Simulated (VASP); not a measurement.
C, 8 atoms in the cell. Symmetry: P6_3/mmc, No. 194, hexagonal system. The conventional cell has a = 2.572 Å, b = 2.572 Å, c = 8.399 Å, α = 90.00°, β = 90.00°, γ = 120.00°. C (site symmetry 3m) has 4 C at 1.57 Å within 2.1 Å. Within 2.1 Å of C (site symmetry 3m) lie 4 C at 1.57 Å.  This cell differs from its parent crystal: volume scaled by 1.06.

| Item | Value |
| --- | --- |
| Program | VASP 6.6.1 |
| Task | single point |
| Functional | PBEsol |
| Potentials or basis | VASP PAW PBE potentials, release 64 (C) |
| Cutoff | 520 eV |
| k mesh | 12 × 12 × 4 |
| Occupations | fermi-dirac, width 0.05 eV |
| Spin | no spin polarisation |
| Dipole correction | no |
| Further INCAR settings | ALGO = Normal; EDIFF = 1e-07; NBANDS = 26 |

Potentials or basis: VASP PAW PBE potentials, release 64 (C).

Launch:

```sh
$ cat potpaw_PBE.64/C/POTCAR > POTCAR
$ mpirun -np 1 vasp_std > vasp.out
```

Hardware: 1 thread of Intel(R) Xeon(R) 6975P-C (Granite Rapids) (shared host).

Task: Estimate the wall time of this run.

Result: Wall time 32 s on 1 thread of Intel(R) Xeon(R) 6975P-C (Granite Rapids) (shared host), peak memory 0.18 GiB. Counts: scf iterations 13, k points 57.
